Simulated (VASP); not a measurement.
Crystal: Na2Cd.

```
Na Cd
1.0
     0.00000    4.03830    4.03830
     4.03830    0.00000    4.03830
     4.03830    4.03830    0.00000
Na Cd
4 2
Direct
  0.62500 0.62500 0.62500
  0.12500 0.62500 0.62500
  0.62500 0.62500 0.12500
  0.62500 0.12500 0.62500
  0.00000 0.00000 0.00000
  0.25000 0.25000 0.25000
```

```yaml
Program: VASP 6.6.1
Task: relaxation of cell and atoms
Functional: PBE
Potentials_or_basis: VASP PAW PBE potentials, release 64 (Na_pv, Cd)
Cutoff: 600 eV
k_mesh: 4 × 4 × 4
Occupations: gaussian, width 0.1 eV
Spin: no spin polarisation
```

At the start: pressure 6.7 GPa; volume 21.95 Å³/atom.

Problem. Where does the relaxation end?

Solution. Over 4 steps the energy falls by 143.3 meV/atom and the volume is 30.84 Å³/atom (+40.5 %); space group Fd-3m (No. 227, to 0.05 Å).

The path:
```csv
step,energy change (eV),largest force (eV/Å),pressure (GPa),volume (Å³)
1,0.0000,0.0000,6.70,131.71
2,-0.5490,0.0000,3.16,149.99
3,-0.8231,0.0000,0.88,173.24
4,-0.8596,0.0000,0.13,185.07
```

Final structure:
```
CELL_PARAMETERS angstrom
0.00000 4.52309 4.52309
4.52309 0.00000 4.52309
4.52309 4.52309 0.00000
ATOMIC_POSITIONS crystal
Na 0.62500 0.62500 0.62500
Na 0.12500 0.62500 0.62500
Na 0.62500 0.62500 0.12500
Na 0.62500 0.12500 0.62500
Cd 0.00000 0.00000 0.00000
Cd 0.25000 0.25000 0.25000
```

Caveat: the volume moved by over 15 % at a fixed basis, so the end points are rough.
